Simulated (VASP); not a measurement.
# W2AuN3 (C2/m) in VASP: single point with PBE

Aim: the single point of W2AuN3 with PBE.

Program: VASP 6.6.1. These are calculated values, not measurements. Logs are shortened: lines on timing, memory, paths and dates and some standing lists are left out, and cuts for length are marked.

## Step 1: The cell of the first run

It takes space group C2/m (No. 12, monoclinic). The conventional cell has a = 5.418 Å, b = 9.397 Å, c = 2.783 Å, α = 90.00°, β = 91.14°, γ = 90.00°. Within 2.8 Å of W (site symmetry 2) lie 6 N at 2.08 to 2.11 Å and 2 W at 2.78 Å. Within 3.7 Å of Au (site symmetry 2/m) lie 2 Au at 2.78 Å and 12 N at 3.02 to 3.07 Å and 6 W at 3.13 Å. Within 2.8 Å of N (site symmetry -1) lie 4 W at 2.08 to 2.11 Å and 6 N at 2.71 to 2.78 Å. N (site symmetry 2/m) has 4 W at 2.09 Å and 6 N at 2.71 to 2.78 Å within 2.8 Å.

The cell was generated, and may not be a known phase.

## Step 2: Single point, PBE

INCAR reads:

```
SYSTEM = W2AuN3
  ALGO = Normal
  EDIFF = 1E-6
  ENCUT = 700
  GGA = PE
  GGA_COMPAT = .False.
  ISIF = 2
  ISMEAR = 0
  LASPH = .True.
  LCHARG = .False.
  LREAL = .False.
  LWAVE = .False.
  NBANDS = 40
  NELM = 120
  PREC = Accurate
  SIGMA = 0.15
```

KPOINTS reads:

```
k-points
0
Gamma
  3 3 4
  0 0 0
```

POSCAR reads:

```
W2AuN3
1.0
    2.7090153436     -4.6982670396      0.0044418144
    2.7090153436      4.6982670396      0.0044418144
   -0.0599565198      0.0000000000      2.7819570647
W Au N
2 1 3
Direct
    0.6665448644      0.3334551356      0.0000000000
    0.3334551356      0.6665448644      0.0000000000
    0.0000000000      0.0000000000      0.0000000000
    0.0000000000      0.5000000000      0.5000000000
    0.5000000000      0.0000000000      0.5000000000
    0.5000000000      0.5000000000      0.5000000000
```

Potentials or basis: VASP PAW PBE potentials, release 64 (W_sv, Au_sv_GW, N).

Run with:

```bash
cat potpaw_PBE.64/W_sv/POTCAR potpaw_PBE.64/Au_sv_GW/POTCAR potpaw_PBE.64/N/POTCAR > POTCAR
mpirun -np 1 vasp_std > vasp.out
```

OUTCAR:

```text
SYSTEM = W2AuN3
   EDIFF = 1E-6
   ENCUT = 700
   GGA = PE
   ISIF = 2
   ISMEAR = 0
   LASPH = .True.
   LREAL = .False.
   NELM = 120
   PREC = Accurate

 ion  position               nearest neighbor table
   1  0.667  0.333  0.000-   4 2.08   5 2.08   6 2.09   6 2.09   5 2.11   4 2.11   3 3.13   3 3.13
                             2 3.13   2 3.13   2 3.13   3 3.13
   2  0.333  0.667  0.000-   5 2.08   4 2.08   6 2.09   6 2.09   5 2.11   4 2.11   3 3.13   3 3.13
                             1 3.13   1 3.13   1 3.13   3 3.13
   3  0.000  0.000  0.000-   1 3.13   2 3.13   1 3.13   2 3.13   1 3.13   2 3.13
   4  0.000  0.500  0.500-   2 2.08   1 2.08   1 2.11   2 2.11
   5  0.500  0.000  0.500-   1 2.08   2 2.08   1 2.11   2 2.11
   6  0.500  0.500  0.500-   1 2.09   2 2.09   1 2.09   2 2.09

  LATTYP: Found a base centered monoclinic cell.
 ALAT       =     5.4180379702
 B/A-ratio  =     1.7343056898
 C/A-ratio  =     0.5135813175
 COS(beta)  =    -0.0199076300

  Lattice vectors:

 A1 = (   2.7090153436,  -4.6982670396,   0.0044418144)
 A2 = (   2.7090153436,   4.6982670396,   0.0044418144)
 A3 = (  -0.0599565198,   0.0000000000,   2.7819570647)

Analysis of symmetry for initial positions (statically):
=====================================================================
 Subroutine PRICEL returns:
 Original cell was already a primitive cell.

 Routine SETGRP: Setting up the symmetry group for a
 base centered monoclinic supercell.

 Subroutine GETGRP returns: Found  4 space group operations
 (whereof  4 operations were pure point group operations)
 out of a pool of  4 trial point group operations.

The static configuration has the point symmetry C_2h.

Analysis of symmetry for dynamics (positions and initial velocities):
=====================================================================
 Subroutine PRICEL returns:
 Original cell was already a primitive cell.

 Routine SETGRP: Setting up the symmetry group for a
 base centered monoclinic supercell.

 Subroutine GETGRP returns: Found  4 space group operations
 (whereof  4 operations were pure point group operations)
 out of a pool of  4 trial point group operations.

The dynamic configuration has the point symmetry C_2h.

 Subroutine INISYM returns: Found  4 space group operations
 (whereof  4 operations are pure point group operations),
 and found     1 'primitive' translations

----------------------------------------------------------------------------------------

                                     Primitive cell

  volume of cell :      70.8182

  direct lattice vectors                    reciprocal lattice vectors
     2.709015344 -4.698267040  0.004441814     0.184562385 -0.106422218  0.003977674
     2.709015344  4.698267040  0.004441814     0.184562385  0.106422218  0.003977674
    -0.059956520  0.000000000  2.781957065    -0.000589363  0.000000000  0.359446476

  length of vectors
     5.423328963  5.423328963  2.782603079     0.213083984  0.213083984  0.359446959

  position of ions in fractional coordinates (direct lattice)
     0.666544864  0.333455136  0.000000000
     0.333455136  0.666544864  0.000000000
     0.000000000  0.000000000  0.000000000
     0.000000000  0.500000000  0.500000000
     0.500000000  0.000000000  0.500000000
     0.500000000  0.500000000  0.500000000

  ion indices of the primitive-cell ions
   primitive index   ion index
                 1           1
                 2           2
                 3           3
                 4           4
                 5           5
                 6           6

----------------------------------------------------------------------------------------

 KPOINTS: k-points

Automatic generation of k-mesh.
 Grid dimensions read from file:
 generate k-points for:    3    3    4

 Generating k-lattice:

  Cartesian coordinates                     Fractional coordinates (reciprocal lattice)
     0.061520795 -0.035474073  0.001325891     0.333333333 -0.000000000  0.000000000
     0.061520795  0.035474073  0.001325891    -0.000000000  0.333333333  0.000000000
    -0.000147341  0.000000000  0.089861619     0.000000000  0.000000000  0.250000000

  Length of vectors
     0.071027995  0.071027995  0.089861740

  Shift w.r.t. Gamma in fractional coordinates (k-lattice)
     0.000000000  0.000000000  0.000000000

 Subroutine IBZKPT returns following result:
 ===========================================

 Found     14 irreducible k-points:

 Following reciprocal coordinates:
            Coordinates               Weight
  0.000000  0.000000  0.000000      1.000000
  0.333333  0.000000  0.000000      4.000000
  0.333333  0.333333  0.000000      2.000000
 -0.333333  0.333333  0.000000      2.000000
 -0.000000 -0.000000  0.250000      2.000000
  0.333333 -0.000000  0.250000      4.000000
 -0.333333 -0.000000  0.250000      4.000000
  0.333333  0.333333  0.250000      2.000000
 -0.333333  0.333333  0.250000      4.000000
 -0.333333 -0.333333  0.250000      2.000000
 -0.000000 -0.000000  0.500000      1.000000
  0.333333 -0.000000  0.500000      4.000000
  0.333333  0.333333  0.500000      2.000000
 -0.333333  0.333333  0.500000      2.000000
   k-points           NKPTS =     14   k-points in BZ     NKDIM =     14   number of bands    NBANDS=     40
   number of dos      NEDOS =    301   number of ions     NIONS =      6
   total plane-waves  NPLWV =  55296
   dimension x,y,z NGX =    48 NGY =   48 NGZ =   24
   dimension x,y,z NGXF=    96 NGYF=   96 NGZF=   48
   ions per type =               2   1   3
   NGX,Y,Z   is equivalent  to a cutoff of  14.71, 14.71, 14.34 a.u.
   NGXF,Y,Z  is equivalent  to a cutoff of  29.43, 29.43, 28.68 a.u.
 SYSTEM =  W2AuN3
   PREC   = accura    normal or accurate (medium, high low for compatibility)
   ISTART =      0    job   : 0-new  1-cont  2-samecut
   ICHARG =      2    charge: 1-file 2-atom 10-const
   ISPIN  =      1    spin polarized calculation?
   LNONCOLLINEAR =      F non collinear calculations
   LSORBIT =      F    spin-orbit coupling
   LASPH  =      T    aspherical Exc in radial PAW
   ENCUT  =  700.0 eV  51.45 Ry    7.17 a.u.  11.70 11.70  6.00*2*pi/ulx,y,z
   NELM   =    120;   NELMIN=  2; NELMDL= -5     # of ELM steps
   EDIFF  = 0.1E-05   stopping-criterion for ELM
   LREAL  =      F    real-space projection
   EDIFFG = 0.1E-04   stopping-criterion for IOM
   NSW    =      0    number of steps for IOM
   IBRION =     -1    ionic relax: 0-MD 1-quasi-New 2-CG
   NFREE  =      0    steps in history (QN), initial steepest desc. (CG)
   ISIF   =      2    stress and relaxation
   ISYM   =      2    0-nonsym 1-usesym 2-fastsym
   POTIM  = 0.5000    time-step for ionic-motion
   TEBEG  =    0.0;   TEEND  =   0.0 temperature during run
   PSTRESS=    0.0 pullay stress
   NELECT =      62.0000    total number of electrons
   NUPDOWN=      -1.0000    fix difference up-down
   EMIN   =  10.00;   EMAX   =-10.00  energy-range for DOS
   EFERMI =   0.00;   METHOD = LEGACY
   ISMEAR =     0;   SIGMA  =   0.15  broadening in eV -4-tet -1-fermi 0-gaus
   EFERMI_NEDOS =   21; number of points for ismear=-14 and -15
   IALGO  =     38    algorithm
   IMIX   =      4    mixing-type and parameters
     AMIX     =   0.40;   BMIX     =  1.00
     AMIX_MAG =   1.60;   BMIX_MAG =  1.00
  volume/ion in A,a.u.               =      11.80        79.65
  Fermi-wavevector in a.u.,A,eV,Ry     =   1.566115  2.959529 33.371245  2.452717
  Thomas-Fermi vector in A             =   2.668491
   LORBIT       =      0    0 simple, 1 ext, 2 COOP (PROOUT), +10 PAW based schemes
   GGA     = PE    functional components
   LHFCALC =     F    Hartree Fock is set to
   AEXX    =    0.0000 exact exchange contribution
   IVDW    =     0    specifies the selected vdW correction
   LEPSILON=     F    determine dielectric tensor
   LRPA    =     F    only Hartree local field effects (RPA)
 non-spin polarized calculation
 Gauss-broadening in eV      SIGMA  =   0.15
  energy-cutoff  :      700.00
  volume of cell :       70.82
 maximum number of plane-waves:      2996
   NGX = 23   NGY = 23   NGZ = 13

 number of electron      62.0000009 magnetization

 Free energy of the ion-electron system (eV)
  ---------------------------------------------------
  ext. energy  EPLUGINS =         0.00000000
  ---------------------------------------------------
  free energy    TOTEN  =       -52.03730498 eV

  energy without entropy =      -51.98512646  energy(sigma->0) =      -52.01121572

 E-fermi :   9.6407     XC(G=0): -12.9901

 val. band max:        9.6262718816   @ k =   0.3333   0.3333   0.2500
 cond. band min:       9.6426104361   @ k =   0.3333   0.0000   0.0000
 fundamental gap:      0.0163385546
 Fermi energy:         9.6406724846

 k-point     1 :       0.0000    0.0000    0.0000
  band No.  band energies     occupation
      1     -95.6273      2.00000
      2     -66.4119      2.00000
      3     -66.3952      2.00000
      4     -46.9822      2.00000
      5     -46.9791      2.00000
      6     -46.8499      2.00000
[... 32 lines left out ...]
     39      15.8339      0.00000
     40      15.8527      0.00000

 k-point     2 :       0.3333    0.0000    0.0000
  band No.  band energies     occupation
      1     -95.6273      2.00000
      2     -66.4084      2.00000
      3     -66.3988      2.00000
      4     -46.9822      2.00000
      5     -46.9791      2.00000
      6     -46.8499      2.00000
[... 32 lines left out ...]
     39      14.3111      0.00000
     40      14.6259      0.00000

 k-point     3 :       0.3333    0.3333    0.0000
  band No.  band energies     occupation
      1     -95.6273      2.00000
      2     -66.4036      2.00000
      3     -66.4036      2.00000
      4     -46.9822      2.00000
      5     -46.9791      2.00000
      6     -46.8499      2.00000
[... 32 lines left out ...]
     39      13.1810      0.00000
     40      14.6561      0.00000

 k-point     4 :      -0.3333    0.3333    0.0000
  band No.  band energies     occupation
      1     -95.6273      2.00000
      2     -66.4084      2.00000
      3     -66.3988      2.00000
      4     -46.9822      2.00000
      5     -46.9791      2.00000
      6     -46.8499      2.00000
[... 32 lines left out ...]
     39      14.3181      0.00000
     40      14.6230      0.00000
[... 342 lines left out ...]
     39      14.3022      0.00000
     40      15.7501      0.00000

 k-point    13 :       0.3333    0.3333    0.5000
  band No.  band energies     occupation
      1     -95.6204      2.00000
      2     -66.3523      2.00000
      3     -66.3523      2.00000
      4     -47.0248      2.00000
      5     -46.9660      2.00000
      6     -46.9639      2.00000
[... 32 lines left out ...]
     39      14.6546      0.00000
     40      15.3275      0.00000

 k-point    14 :      -0.3333    0.3333    0.5000
  band No.  band energies     occupation
      1     -95.6204      2.00000
      2     -66.3569      2.00000
      3     -66.3477      2.00000
      4     -47.0248      2.00000
      5     -46.9660      2.00000
      6     -46.9639      2.00000
[... 32 lines left out ...]
     39      14.3049      0.00000
     40      15.7594      0.00000

------------------------ aborting loop because EDIFF is reached ----------------------------------------

  FORCE on cell =-STRESS in cart. coord.  units (eV):
  Direction    XX          YY          ZZ          XY          YZ          ZX
  --------------------------------------------------------------------------------------
  -------------------------------------------------------------------------------------
  Total       -0.0261866     -0.0214988      0.6427750      0.0000000      0.0000000      0.1236806
  in kB       -0.5924405     -0.4863843     14.5420171      0.0000000      0.0000000      2.7981258
  external PRESSURE =       4.4877308 kB  Pullay stress =       0.0000000 kB

 VOLUME and BASIS-vectors are now :
 -----------------------------------------------------------------------------
  energy-cutoff  :      700.00
  volume of cell :       70.82
      direct lattice vectors                 reciprocal lattice vectors
     2.709015344 -4.698267040  0.004441814     0.184562385 -0.106422218  0.003977674
     2.709015344  4.698267040  0.004441814     0.184562385  0.106422218  0.003977674
    -0.059956520  0.000000000  2.781957065    -0.000589363  0.000000000  0.359446476

 POSITION                                       TOTAL-FORCE (eV/Angst)
 -----------------------------------------------------------------------------------
      2.70902     -1.56494      0.00444        -0.000000      0.017776      0.000000
      2.70902      1.56494      0.00444         0.000000     -0.017776      0.000000
      0.00000      0.00000      0.00000         0.000000     -0.000000     -0.000000
      1.32453      2.34913      1.39320         0.000000     -0.000000     -0.000000
      1.32453     -2.34913      1.39320         0.000000     -0.000000     -0.000000
      2.67904      0.00000      1.39542         0.000000     -0.000000     -0.000000
 -----------------------------------------------------------------------------------
    total drift:                               -0.000000     -0.000000      0.000000

  FREE ENERGIE OF THE ION-ELECTRON SYSTEM (eV)
  ---------------------------------------------------
  free  energy   TOTEN  =       -52.0373049786 eV

  energy  without entropy=      -51.9851264640  energy(sigma->0) =      -52.01121572
```

Wall time 76 s (1 thread of AMD EPYC 7R43 (Zen 3), shared host); peak memory 0.22 GiB.

What came out:

```yaml
Free_energy: -52.0373 eV
Pressure: 0.4 GPa
Largest_force: 0.018 eV/Å
Band_gap_on_the_k_mesh: zero (bands 31 and 32 overlap by 0.39 eV)
```

Forces in eV/Å, atoms in the order of the input:
```
W    0.000  0.018  0.000
W    0.000 -0.018  0.000
Au   0.000  0.000  0.000
N    0.000  0.000  0.000
N    0.000  0.000  0.000
N    0.000  0.000  0.000
```

Levels at points of the mesh, in eV from the Fermi level:
```tsv
k point	band 28	band 29	band 30	band 31	band 32	band 33	band 34	band 35
(0.00, 0.00, 0.00)	-2.63	-2.54	-1.92	-1.83	-0.26	-0.25	0.36	0.40
(0.00, 0.00, 0.50)	-1.96	-1.74	-1.72	-1.10	2.05	2.10	2.14	2.30
```

Caveat: the k points lie up to 0.56 Å⁻¹ apart; spin-orbit coupling is left out, which moves the levels of the heavy elements.
